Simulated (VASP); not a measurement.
Wanted: the native input for a VASP 6.6.1 run.

```
Task                   : single point
Functional             : PBE
Potentials or basis    : VASP PAW PBE potentials, release 64 (W_sv, Si)
Cutoff                 : 520 eV
k mesh                 : 12 × 12 × 12
Occupations            : gaussian, width 0.027 eV
Spin                   : no spin polarisation
Dipole correction      : no
Further INCAR settings : ALGO = Normal; EDIFF = 1e-07; NBANDS = 18
```

The structure of Si2W lies in POSCAR:

```
Si2W
1.0
   -1.6069000000      1.6069000000      3.9149500000
    1.6069000000     -1.6069000000      3.9149500000
    1.6069000000      1.6069000000     -3.9149500000
W Si
1 2
Direct
    0.0000000000      0.0000000000      0.0000000000
    0.6653000000      0.6653000000      0.0000000000
    0.3347000000      0.3347000000      0.0000000000
```

These files were run (other wordings do the same):

INCAR

```
PREC     = Accurate       # precision mode
ENCUT    = 520            # plane-wave cutoff, eV
EDIFF    = 1E-7           # SCF threshold, eV
ISMEAR   = 0              # smearing method
SIGMA    = 0.027000000000000003 # smearing width, eV
LREAL    = False          # projectors in reciprocal space
LASPH    = True           # aspherical terms in the spheres
NELM     = 80             # most SCF steps
ALGO     = Normal         # electronic algorithm
ISIF     = 2              # what is computed and relaxed
LWAVE    = False          # write WAVECAR
LCHARG   = False          # write CHGCAR
GGA      = PE             # functional
NBANDS   = 18             # bands
```

KPOINTS

```
Automatic mesh
0
Gamma
  12 12 12
```

Potentials or basis: VASP PAW PBE potentials, release 64 (W_sv, Si).

Command:

```sh
$ cat potpaw_PBE.64/W_sv/POTCAR potpaw_PBE.64/Si/POTCAR > POTCAR
$ mpirun -np 1 vasp_std > vasp.out
```

It gave:

| Item | Value |
| --- | --- |
| Pressure | 3.4 GPa |
| Largest force | 0.084 eV/Å |
| Band gap on the k mesh | zero (bands 11 and 12 overlap by 1.30 eV) |

Caveat: the cell stands under pressure; spin-orbit coupling is left out, which moves the levels of the heavy elements.

It took 3.9 min on 1 thread of Intel Xeon 8259CL, with other jobs on the host, peak memory 0.28 GiB.
